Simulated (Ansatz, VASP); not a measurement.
P: VASP beside Ansatz

The input INCAR:

```
PREC     = Accurate       # precision mode
ENCUT    = 520            # plane-wave cutoff, eV
EDIFF    = 1E-7           # SCF threshold, eV
ISMEAR   = -1             # smearing method
SIGMA    = 0.1            # smearing width, eV
LREAL    = False          # projectors in reciprocal space
LASPH    = True           # aspherical terms in the spheres
NELM     = 60             # most SCF steps
ALGO     = Normal         # electronic algorithm
ISIF     = 2              # what is computed and relaxed
LWAVE    = False          # write WAVECAR
LCHARG   = False          # write CHGCAR
GGA      = PE             # functional
NBANDS   = 8              # bands
```

The input KPOINTS:

```
Automatic mesh
0
Gamma
  17 17 17
```

File POSCAR:

```
P
1.0
   -1.4730874173      1.4730874173      1.4730874173
    1.4730874173     -1.4730874173      1.4730874173
    1.4730874173      1.4730874173     -1.4730874173
P
1
Direct
    0.0000000000      0.0000000000      0.0000000000
```

Input for Ansatz:

```yaml
crystal:
  lattice:
    - [-1.4730874173, 1.4730874173, 1.4730874173]
    - [1.4730874173, -1.4730874173, 1.4730874173]
    - [1.4730874173, 1.4730874173, -1.4730874173]
  atoms:
    - { symbol: P, position: [0.0, 0.0, 0.0] }
kpoints:
  mp_grid: { grid: [17, 17, 17] }
scf:
  occupations: { method: fermi_dirac, width: 0.1 }
hamiltonian:
  xc: pbe
  pseudopotentials: { kind: all_electron, lapw: { basis_error: 0.001 } }
output:
  forces: true
  stress: true
  eigenvalues: true
  populations: true
```

Change from the starting cell: volume scaled by 0.9, LAPW.

Alike in both runs: task single point; functional PBE; k mesh 17 × 17 × 17; occupations fermi-dirac, width 0.1 eV; no spin polarisation.

|  | VASP | Ansatz |
| --- | --- | --- |
| version | VASP 6.6.1 | Ansatz 0.2.0 |
| potentials or method | VASP PAW PBE potentials, release 64 (P), cutoff 520 eV | all-electron LAPW, scalar-relativistic |

|  | VASP | Ansatz | Ansatz less VASP |
| --- | --- | --- | --- |
| pressure (GPa) | 12.4 | 12.8 | +0.41 |

Ansatz ran all-electron here, and VASP with PAW potentials.
